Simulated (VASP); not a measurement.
# B: relaxation of cell and atoms with PBEsol

B:

```
CELL_PARAMETERS angstrom
3.65579 0.00000 0.00000
0.00000 3.65579 0.00000
0.00000 0.00000 3.65579
ATOMIC_POSITIONS crystal
B 0.50000 0.50000 0.50000
B 0.00000 0.00000 0.00000
B 0.25000 0.00000 0.50000
B 0.50000 0.25000 0.00000
B 0.50000 0.75000 0.00000
B 0.75000 0.00000 0.50000
B 0.00000 0.50000 0.75000
B 0.00000 0.50000 0.25000
```

```json
{"Program": "VASP 6.6.1", "Task": "relaxation of cell and atoms", "Functional": "PBEsol", "Potentials or basis": "VASP PAW PBE potentials, release 64 (B)", "Cutoff": "600 eV", "k mesh": "10 × 10 × 10", "Occupations": "gaussian, width 0.1 eV", "Spin": "no spin polarisation", "Dipole correction": "no", "Further INCAR settings": "ALGO = Normal; EDIFF = 1e-06; IBRION = 2; EDIFFG = -0.01; NSW = 100; ISIF = 3"}
```

- Relaxed volume: 6.07 Å³/atom
- Relaxed cell: a = 3.649 Å, b = 3.649 Å, c = 3.649 Å, α = 90.00°, β = 90.00°, γ = 90.00°
- Space group after relaxing (to 0.05 Å): Pm-3n (No. 223)
- Energy gained by relaxing: 0.2 meV/atom
- Ionic steps: 3
- Pressure after relaxing: 0.0 GPa
- Band gap on the k mesh: zero (band 12 reaches 14.81 eV, above the bottom of band 13 at 9.31 eV)

Step by step:
| step | energy change (eV) | largest force (eV/Å) | pressure (GPa) | volume (Å³) |
| --- | --- | --- | --- | --- |
| 1 | 0.0000 | 0.0000 | -1.45 | 48.86 |
| 2 | -0.0011 | 0.0000 | 0.58 | 48.47 |
| 3 | -0.0013 | 0.0000 | 0.00 | 48.58 |

Final structure:
```yaml
crystal:
  lattice:
    - [3.64878, 0.00000, 0.00000]
    - [0.00000, 3.64878, 0.00000]
    - [0.00000, 0.00000, 3.64878]
  atoms:
    - { symbol: B, position: [0.50000, 0.50000, 0.50000] }
    - { symbol: B, position: [0.00000, 0.00000, 0.00000] }
    - { symbol: B, position: [0.25000, 0.00000, 0.50000] }
    - { symbol: B, position: [0.50000, 0.25000, 0.00000] }
    - { symbol: B, position: [0.50000, 0.75000, 0.00000] }
    - { symbol: B, position: [0.75000, 0.00000, 0.50000] }
    - { symbol: B, position: [0.00000, 0.50000, 0.75000] }
    - { symbol: B, position: [0.00000, 0.50000, 0.25000] }
```

Levels at points of the mesh, in eV from the Fermi level:
```csv
k point,band 9,band 10,band 11,band 12,band 13,band 14,band 15,band 16
"(0.00, 0.00, 0.00)",-2.54,-2.54,-2.21,-2.21,-0.23,-0.23,-0.23,2.23
"(0.50, 0.00, 0.00)",-6.08,-6.08,0.09,0.09,1.08,1.08,2.16,2.16
"(0.50, 0.50, 0.00)",-5.44,-3.87,-3.87,-1.31,3.27,3.64,3.71,3.71
"(0.50, 0.50, 0.50)",4.60,4.60,4.60,4.60,4.60,4.60,4.83,4.83
```

Wall time 43 s on 1 thread of Intel(R) Xeon(R) 6975P-C (Granite Rapids), with other jobs on the host, peak memory 0.18 GiB.

Caveat: the PAW data sets were made with another functional, which shifts forces and pressure a little.
